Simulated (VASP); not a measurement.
# AlN (I-4m2) in VASP: notebook

AlN is run at these levels: PBE; tasks: single point.

All numbers are computed with VASP 6.6.1; they aren't measurements. Logs are shortened: lines on timing, memory, paths and dates and some standing lists are left out, and cuts for length are marked.

## 1. The cell of the first run

The structure is tetragonal, space group I-4m2 (No. 119). The conventional cell has a = 3.089 Å, b = 3.089 Å, c = 4.434 Å, α = 90.00°, β = 90.00°, γ = 90.00°. Al (site symmetry -4m2) has 4 N at 1.90 Å within 2.5 Å. Within 2.5 Å of N (site symmetry -4m2) lie 4 Al at 1.90 Å.

## 2. Single point, PBE

Input file INCAR:

```
ALGO = Normal
EDIFF = 1E-6
ENCUT = 600
GGA = PE
GGA_COMPAT = False
ISIF = 2
ISMEAR = -1
LASPH = True
LCHARG = False
LREAL = False
LWAVE = False
NBANDS = 11
NELM = 120
PREC = Accurate
SIGMA = 0.05
```

Input file KPOINTS:

```
k-points
0
Gamma
  8 8 8
```

Input file POSCAR:

```
AlN
1.0
    0.0000000000      2.1839940000      2.2167539100
    2.1839940000      0.0000000000      2.2167539100
    2.1839940000      2.1839940000      0.0000000000
Al N
1 1
Direct
    0.0000000000      0.0000000000      0.0000000000
    0.7500000000      0.7500000000      0.7500000000
```

Potentials or basis: VASP PAW PBE potentials, release 64 (Al, N).

Command:

```sh
$ cat potpaw_PBE.64/Al/POTCAR potpaw_PBE.64/N/POTCAR > POTCAR
$ mpirun -np 1 vasp_std > vasp.out
```

OUTCAR:

```text
EDIFF = 1E-6
   ENCUT = 600
   GGA = PE
   ISIF = 2
   ISMEAR = -1
   LASPH = True
   LREAL = False
   NELM = 120
   PREC = Accurate

 ion  position               nearest neighbor table
   1  0.000  0.000  0.000-   2 1.90   2 1.90   2 1.90   2 1.90
   2  0.750  0.750  0.750-   1 1.90   1 1.90   1 1.90   1 1.90

  LATTYP: Found a body centered tetragonal cell.
 ALAT       =     3.0886339349
 C/A-ratio  =     1.4354267658

  Lattice vectors:

 A1 = (  -2.1839940000,   0.0000000000,   2.2167539100)
 A2 = (   2.1839940000,   0.0000000000,   2.2167539100)
 A3 = (   0.0000000000,   2.1839940000,  -2.2167539100)

Analysis of symmetry for initial positions (statically):
=====================================================================
 Subroutine PRICEL returns:
 Original cell was already a primitive cell.

 Routine SETGRP: Setting up the symmetry group for a
 body centered tetragonal supercell.

 Subroutine GETGRP returns: Found  8 space group operations
 (whereof  8 operations were pure point group operations)
 out of a pool of 16 trial point group operations.

The static configuration has the point symmetry D_2d.

Analysis of symmetry for dynamics (positions and initial velocities):
=====================================================================
 Subroutine PRICEL returns:
 Original cell was already a primitive cell.

 Routine SETGRP: Setting up the symmetry group for a
 body centered tetragonal supercell.

 Subroutine GETGRP returns: Found  8 space group operations
 (whereof  8 operations were pure point group operations)
 out of a pool of 16 trial point group operations.

The dynamic configuration has the point symmetry D_2d.

 Subroutine INISYM returns: Found  8 space group operations
 (whereof  8 operations are pure point group operations),
 and found     1 'primitive' translations

----------------------------------------------------------------------------------------

                                     Primitive cell

  volume of cell :      21.1471

  direct lattice vectors                    reciprocal lattice vectors
     0.000000000  2.183994000  2.216753910    -0.228938358  0.228938358  0.225555032
     2.183994000  0.000000000  2.216753910     0.228938358 -0.228938358  0.225555032
     2.183994000  2.183994000  0.000000000     0.228938358  0.228938358 -0.225555032

  length of vectors
     3.111884909  3.111884909  3.088633935     0.394589174  0.394589174  0.394589174
[... 81 lines left out ...]
   EDIFF  = 0.1E-05   stopping-criterion for ELM
   LREAL  =      F    real-space projection
   EDIFFG = 0.1E-04   stopping-criterion for IOM
   NSW    =      0    number of steps for IOM
   IBRION =     -1    ionic relax: 0-MD 1-quasi-New 2-CG
   NFREE  =      0    steps in history (QN), initial steepest desc. (CG)
   ISIF   =      2    stress and relaxation
   ISYM   =      2    0-nonsym 1-usesym 2-fastsym
   POTIM  = 0.5000    time-step for ionic-motion
   TEBEG  =    0.0;   TEEND  =   0.0 temperature during run
   PSTRESS=    0.0 pullay stress
   NELECT =       8.0000    total number of electrons
   NUPDOWN=      -1.0000    fix difference up-down
   EMIN   =  10.00;   EMAX   =-10.00  energy-range for DOS
   EFERMI =   0.00;   METHOD = LEGACY
   ISMEAR =    -1;   SIGMA  =   0.05  broadening in eV -4-tet -1-fermi 0-gaus
   EFERMI_NEDOS =   21; number of points for ismear=-14 and -15
   IALGO  =     38    algorithm
   IMIX   =      4    mixing-type and parameters
     AMIX     =   0.40;   BMIX     =  1.00
     AMIX_MAG =   1.60;   BMIX_MAG =  1.00
  volume/ion in A,a.u.               =      10.57        71.35
  Fermi-wavevector in a.u.,A,eV,Ry     =   1.184008  2.237451 19.073673  1.401875
  Thomas-Fermi vector in A             =   2.320231
   LORBIT       =      0    0 simple, 1 ext, 2 COOP (PROOUT), +10 PAW based schemes
   GGA     = PE    functional components
   LHFCALC =     F    Hartree Fock is set to
   AEXX    =    0.0000 exact exchange contribution
   IVDW    =     0    specifies the selected vdW correction
   LEPSILON=     F    determine dielectric tensor
   LRPA    =     F    only Hartree local field effects (RPA)
 non-spin polarized calculation
  energy-cutoff  :      600.00
  volume of cell :       21.15
 maximum number of plane-waves:       725
 NGX is ok and might be reduce to    28
   NGX = 13   NGY = 13   NGZ = 13

 number of electron       7.9999999 magnetization

 Free energy of the ion-electron system (eV)
  ---------------------------------------------------
  ext. energy  EPLUGINS =         0.00000000
  ---------------------------------------------------
  free energy    TOTEN  =       -14.84662285 eV

  energy without entropy =      -14.84662285  energy(sigma->0) =      -14.84662285

 E-fermi :   6.8532     XC(G=0): -10.8692

 val. band max:        5.8525779175   @ k =   0.0000   0.0000   0.0000
 cond. band min:       9.1196223102   @ k =   0.5000   0.0000   0.5000
 fundamental gap:      3.2670443926
 Fermi energy:         6.8532237490

 k-point     1 :       0.0000    0.0000    0.0000
  band No.  band energies     occupation
      1      -9.0649      2.00000
      2       5.7888      2.00000
      3       5.8526      2.00000
      4       5.8526      2.00000
      5       9.8947      0.00000
      6      18.2394      0.00000
      7      18.2394      0.00000
      8      18.2558      0.00000
      9      23.1461      0.00000
     10      23.6404      0.00000
     11      24.4154      0.00000
[... 309 lines left out ...]
 k-point    24 :       0.3750    0.0000    0.1250
  band No.  band energies     occupation
      1      -7.5494      2.00000
      2       1.4366      2.00000
      3       5.0089      2.00000
      4       5.0909      2.00000
      5      12.8316      0.00000
      6      15.5404      0.00000
      7      17.3231      0.00000
      8      18.1159      0.00000
      9      21.3673      0.00000
     10      24.8191      0.00000
     11      25.1331      0.00000

 [... further k-points ...]
[... 5 lines left out ...]
  --------------------------------------------------------------------------------------
  -------------------------------------------------------------------------------------
  Total        0.2727997      0.2727997     -0.0003035      0.0000000      0.0000000      0.0000000
  in kB       20.6682729     20.6682729     -0.0229911      0.0000000      0.0000000      0.0000000
  external PRESSURE =      13.7711849 kB  Pullay stress =       0.0000000 kB

 VOLUME and BASIS-vectors are now :
 -----------------------------------------------------------------------------
  energy-cutoff  :      600.00
  volume of cell :       21.15
      direct lattice vectors                 reciprocal lattice vectors
     0.000000000  2.183994000  2.216753910    -0.228938358  0.228938358  0.225555032
     2.183994000  0.000000000  2.216753910     0.228938358 -0.228938358  0.225555032
     2.183994000  2.183994000  0.000000000     0.228938358  0.228938358 -0.225555032

 POSITION                                       TOTAL-FORCE (eV/Angst)
 -----------------------------------------------------------------------------------
      0.00000      0.00000      0.00000        -0.000000     -0.000000      0.000000
      3.27599      3.27599      3.32513         0.000000      0.000000     -0.000000
 -----------------------------------------------------------------------------------
    total drift:                                0.000000      0.000000     -0.000000

  FREE ENERGIE OF THE ION-ELECTRON SYSTEM (eV)
  ---------------------------------------------------
  free  energy   TOTEN  =       -14.8466228546 eV

  energy  without entropy=      -14.8466228545  energy(sigma->0) =      -14.84662285
```

OSZICAR:

```text
N       E                     dE             d eps       ncg     rms          rms(c)
DAV:   1     0.149267280483E+02    0.14927E+02   -0.41501E+03  1314   0.686E+02
DAV:   2    -0.161150943236E+02   -0.31042E+02   -0.29580E+02  1572   0.155E+02
DAV:   3    -0.171930058572E+02   -0.10779E+01   -0.10763E+01  1606   0.277E+01
DAV:   4    -0.171991569213E+02   -0.61511E-02   -0.61506E-02  1496   0.219E+00
DAV:   5    -0.171992375665E+02   -0.80645E-04   -0.80644E-04  1592   0.243E-01    0.855E+00
DAV:   6    -0.148556011800E+02    0.23436E+01   -0.11922E+01  1620   0.181E+01    0.279E+00
DAV:   7    -0.148530864468E+02    0.25147E-02   -0.16434E-01  1463   0.318E+00    0.202E+00
DAV:   8    -0.148480380798E+02    0.50484E-02   -0.28843E-02  1439   0.171E+00    0.585E-01
DAV:   9    -0.148465746786E+02    0.14634E-02   -0.39591E-03  1571   0.402E-01    0.233E-01
DAV:  10    -0.148466139768E+02   -0.39298E-04   -0.51653E-04  1463   0.149E-01    0.195E-02
DAV:  11    -0.148466229240E+02   -0.89472E-05   -0.18036E-05  1538   0.296E-02    0.159E-02
DAV:  12    -0.148466228546E+02    0.69454E-07   -0.59939E-07   946   0.624E-03
   1 F= -.14846623E+02 E0= -.14846623E+02  d E =-.772548E-10
```

It took 10 s on 1 thread of AMD EPYC 9R45 (Zen 5), shared host; peak memory 0.12 GiB.

What came out:

```yaml
Free_energy: -14.8466 eV
Pressure: 1.4 GPa
Band_gap_on_the_k_mesh: 3.27 eV, indirect (least direct gap 4.04 eV)
```

Stress tensor (GPa, compression positive):
```
2.07 0.00 0.00
0.00 2.07 0.00
0.00 0.00 0.00
```

Levels at points of the mesh, in eV from the valence-band top:
```
           k point  band 2  band 3  band 4  band 5  band 6  band 7
(0.00, 0.00, 0.00)   -0.06    0.00    0.00    4.04   12.39   12.39
(0.50, 0.00, 0.00)   -5.81   -0.56   -0.44    7.21    9.74   10.91
(0.50, 0.50, 0.00)   -4.97   -1.70   -1.70    3.34    8.65   13.56
(0.50, 0.00, 0.50)   -4.83   -1.82   -1.82    3.27    8.43   13.82
```

## 3. Single point, PBE

This run uses another cell than the first one, of 10.73 Å³/atom, 1.015 times its volume.

Input file INCAR:

```
SYSTEM = AlN
PREC     = Accurate       ! precision mode
ENCUT    = 600            ! plane-wave cutoff, eV
EDIFF    = 1E-6           ! SCF threshold, eV
ISMEAR   = -1             ! smearing method
SIGMA    = 0.05           ! smearing width, eV
LREAL    = .FALSE.        ! projectors in reciprocal space
LASPH    = .TRUE.         ! aspherical terms in the spheres
NELM     = 120            ! most SCF steps
ALGO     = Normal         ! electronic algorithm
ISIF     = 2              ! what is computed and relaxed
LWAVE    = .FALSE.        ! write WAVECAR
LCHARG   = .FALSE.        ! write CHGCAR
GGA      = PE             ! functional
NBANDS   = 11             ! bands
GGA_COMPAT= .FALSE.
```

Input file KPOINTS:

```
regular mesh
0
G
  8 8 8
  0 0 0
```

Input file POSCAR:

```
AlN
1.0
    0.0000000000      2.1839940000      2.2495138200
    2.1839940000      0.0000000000      2.2495138200
    2.1839940000      2.1839940000      0.0000000000
Al N
1 1
Direct
    0.0000000000      0.0000000000      0.0000000000
    0.7500000000      0.7500000000      0.7500000000
```

Potentials or basis: VASP PAW PBE potentials, release 64 (Al, N).

Command:

```sh
$ cat potpaw_PBE.64/Al/POTCAR potpaw_PBE.64/N/POTCAR > POTCAR
$ mpirun -np 1 vasp_std > vasp.out
```

Wall time 11 s (1 thread of AMD EPYC 9R45 (Zen 5), shared host); peak memory 0.12 GiB.

Results (log left out):

| Item | Value |
| --- | --- |
| Free energy | -14.8427 eV |
| Pressure | -1.5 GPa |
| Band gap on the k mesh | 3.22 eV, indirect (least direct gap 3.89 eV) |

Stress tensor (GPa, compression positive):
```
-0.07  0.00  0.00
 0.00 -0.07  0.00
 0.00  0.00 -4.41
```

Levels at points of the mesh, in eV from the valence-band top:
```csv
k point,band 1,band 2,band 3,band 4,band 5,band 6,band 7,band 8,band 9
"(0.00, 0.00, 0.00)",-14.86,-0.13,0.00,0.00,3.89,12.22,12.22,12.25,16.88
"(0.50, 0.00, 0.00)",-12.89,-5.78,-0.65,-0.40,7.03,9.62,10.70,11.18,17.52
"(0.50, 0.50, 0.00)",-12.37,-5.05,-1.63,-1.63,3.35,8.69,13.17,15.48,15.48
"(0.50, 0.00, 0.50)",-12.25,-4.77,-1.87,-1.86,3.22,8.24,13.68,14.82,15.67
```
